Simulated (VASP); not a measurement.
MoS2: single point with PBE

System: MoS2, a slab with vacuum.

```
CELL_PARAMETERS angstrom
-3.18463 0.00000 0.00000
0.00000 5.51594 0.00000
1.59232 -2.75797 -17.33492
ATOMIC_POSITIONS crystal
Mo 0.99957 0.99957 0.99914
Mo 0.50043 0.50043 0.00086
S 0.95463 0.28403 0.90925
S 0.45522 0.79248 0.91044
S 0.54537 0.87478 0.09075
S 0.04478 0.38204 0.08956
```

This cell differs from its parent crystal: atoms displaced along a vibrational mode.

- Program: VASP 6.6.1
- Task: single point
- Functional: PBE
- Potentials or basis: VASP PAW PBE potentials, release 64 (Mo_sv, S)
- Cutoff: 520 eV
- k mesh: 8 × 8 × 8
- Occupations: gaussian, width 0.05 eV
- Spin: no spin polarisation

The largest force is 0.733 eV/Å. The band gap on the k mesh is 1.72 eV.

Forces in eV/Å, atoms in the order of the input:
```
Mo   0.000  0.011 -0.733
Mo   0.000  0.011  0.733
S    0.000  0.352 -0.164
S    0.000 -0.362  0.177
S    0.000  0.352  0.164
S    0.000 -0.362 -0.177
```

Levels at points of the mesh, in eV from the valence-band top:
| k point | band 22 | band 23 | band 24 | band 25 | band 26 | band 27 | band 28 | band 29 | band 30 | band 31 |
| --- | --- | --- | --- | --- | --- | --- | --- | --- | --- | --- |
| (0.00, 0.00, 0.00) | -1.55 | -1.50 | -0.93 | -0.61 | 0.00 | 2.21 | 2.75 | 2.77 | 2.79 | 3.00 |
| (0.50, 0.00, 0.00) | -2.89 | -1.64 | -1.64 | -0.51 | -0.51 | 2.17 | 2.17 | 2.81 | 2.81 | 3.11 |
| (0.00, 0.50, 0.00) | -1.77 | -1.33 | -1.33 | -0.70 | -0.70 | 2.17 | 2.17 | 2.35 | 2.35 | 2.91 |
| (0.50, 0.50, 0.00) | -1.88 | -0.97 | -0.97 | -0.63 | -0.63 | 2.23 | 2.23 | 2.75 | 2.75 | 3.88 |
| (0.00, 0.00, 0.50) | -1.55 | -1.50 | -0.93 | -0.61 | 0.00 | 2.21 | 2.75 | 2.77 | 2.79 | 3.00 |

Wall time 25 min on 1 thread of Oxide Virtual Turin-like Processor, on a shared host, peak memory 0.87 GiB.

Caveat: the cell differs from its parent crystal (atoms displaced along a vibrational mode); there is no dipole correction, which matters where the two faces differ.
